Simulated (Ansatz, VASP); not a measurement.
Given: the input of a run of Ansatz 0.2.0 on Ge.

The input input.yaml:

```yaml
crystal:
  lattice:
    - [0.0, 2.82891, 2.82891]
    - [2.82891, 0.0, 2.82891]
    - [2.82891, 2.82891, 0.0]
  atoms:
    - { symbol: Ge, position: [0.75, 0.75, 0.75] }
    - { symbol: Ge, position: [0.5, 0.5, 0.5] }
kpoints:
  mp_grid: { grid: [8, 8, 8] }
scf:
  occupations: { method: gaussian, width: 0.02 }
hamiltonian:
  xc: pbe
  pseudopotentials: { kind: all_electron, lapw: { basis_error: 0.001 } }
output:
  forces: true
  stress: true
  eigenvalues: true
```

Potentials or basis: all-electron LAPW, scalar-relativistic.

Command:

```bash
$ ansatz run input.yaml --threads 1 --pin off --max-ram 3072MiB --backend cpu --events-out ev --progress --plain --runs-dir out
```

Question: Translate it to VASP 6.6.1. Potentials there: VASP PAW PBE potentials, release 64 (Ge_d).

Answer: As run (the cutoff follows the program's own potentials):

INCAR

```
  PREC = Accurate
  ENCUT = 520
  EDIFF = 1E-7
  ISMEAR = 0
  SIGMA = 0.02
  LREAL = F
  LASPH = T
  NELM = 60
  ALGO = Normal
  ISIF = 2
  LWAVE = F
  LCHARG = F
  GGA = PE
  NBANDS = 21
```

KPOINTS

```
regular mesh
0
Gamma
  8 8 8
```

Contents of POSCAR:

```
Ge
1.0
    0.0000000000      2.8289100000      2.8289100000
    2.8289100000      0.0000000000      2.8289100000
    2.8289100000      2.8289100000      0.0000000000
Ge
2
Direct
    0.7500000000      0.7500000000      0.7500000000
    0.5000000000      0.5000000000      0.5000000000
```

Potentials or basis: VASP PAW PBE potentials, release 64 (Ge_d).

Run with:

```console
$ cat potpaw_PBE.64/Ge_d/POTCAR > POTCAR
$ mpirun -np 1 vasp_std > vasp.out
```

Both were run:

|  | VASP | Ansatz | Ansatz less VASP |
| --- | --- | --- | --- |
| gap on the k mesh at the Fermi level (eV) | 0.03 | 0.04 | +0.001 |
| least direct gap on the mesh (eV) | 0.03 | 0.04 | +0.001 |
| pressure (GPa) | 3.5 | 3.6 | +0.06 |

Ansatz ran all-electron here, and VASP with PAW potentials.
